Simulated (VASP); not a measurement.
Write the native input for VASP 6.6.1 that does the following.

- Task: single point
- Functional: LDA
- Potentials or basis: VASP PAW LDA potentials, release 64 (Ni)
- Cutoff: 600 eV
- k mesh: 14 × 14 × 14
- Occupations: fermi-dirac, width 0.1 eV
- Spin: collinear spin, ferromagnetic start
- Starting moments: [1.5] μB
- Dipole correction: no
- Further INCAR settings: ALGO = Normal; EDIFF = 1e-06; NBANDS = 15

The structure of Ni lies in POSCAR:

```
Ni
1.0
   -1.3837155000      1.3837155000      1.3837155000
    1.3837155000     -1.3837155000      1.3837155000
    1.3837155000      1.3837155000     -1.3837155000
Ni
1
Direct
    0.0000000000      0.0000000000      0.0000000000
```

This isn't the form of Ni at room conditions, which is fcc.

One way to write it, as run:

INCAR

```
SYSTEM = Ni
PREC = Accurate
ENCUT = 600
EDIFF = 1E-6
ISMEAR = -1
SIGMA = 0.1
LREAL = .FALSE.
LASPH = .TRUE.
NELM = 200
ALGO = Normal
ISIF = 2
LWAVE = .FALSE.
LCHARG = .TRUE.
ISPIN = 2
MAGMOM = 1.5
LORBIT = 11
LMAXMIX = 4
GGA = CA
LELF = .TRUE.
LVHAR = .TRUE.
NBANDS = 15
GGA_COMPAT = .FALSE.
```

KPOINTS

```
regular mesh
0
G
  14 14 14
  0 0 0
```

Potentials or basis: VASP PAW LDA potentials, release 64 (Ni).

Command:

```bash
$ cat potpaw_LDA.64/Ni/POTCAR > POTCAR
$ mpirun -np 1 vasp_std > vasp.out
```

Results of the run:

```
Pressure                                              : -10.7 GPa
Net moment                                            : 0.37 μB per cell
Site moments                                          : Ni +0.37 μB
Valence electrons inside the program's atomic spheres : Ni 9.37
```

Caveat: the cell stands under tension.

It took 26 s on 1 thread of AMD EPYC 9R45 96-Core Processor (Zen 5) (shared host), peak memory 0.11 GiB.
